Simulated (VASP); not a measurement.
Input of a VASP 6.6.1 run:

Contents of INCAR:

```
ALGO = Normal
EDIFF = 1E-7
ENCUT = 520
GGA = RP
ISIF = 2
ISMEAR = -1
ISPIN = 2
LASPH = True
LCHARG = False
LMAXMIX = 4
LORBIT = 11
LREAL = False
LWAVE = False
MAGMOM = 2 0
NBANDS = 18
NELM = 150
PREC = Accurate
SIGMA = 0.05
```

KPOINTS

```
k-points
0
Gamma
  11 11 11
```

File POSCAR:

```
CoO
1.0
    0.0000000000      2.1487654064      2.1487654064
    2.1487654064      0.0000000000      2.1487654064
    2.1487654064      2.1487654064      0.0000000000
Co O
1 1
Direct
    0.0000000000      0.0000000000      0.0000000000
    0.5000000000      0.5000000000      0.5000000000
```

Potentials or basis: VASP PAW PBE potentials, release 64 (Co, O).

Command:

```sh
$ cat potpaw_PBE.64/Co/POTCAR potpaw_PBE.64/O/POTCAR > POTCAR
$ mpirun -np 1 vasp_std > vasp.out
```

Task: Predict the pressure.

Result: -0.2 GPa.

Task: Estimate the site moments.

Result: Co +2.61; O +0.31 μB.

Caveat: the PAW data sets were made with another functional, which shifts forces and pressure a little; a cell with one magnetic atom can't hold antiferromagnetic order, which such compounds often take.
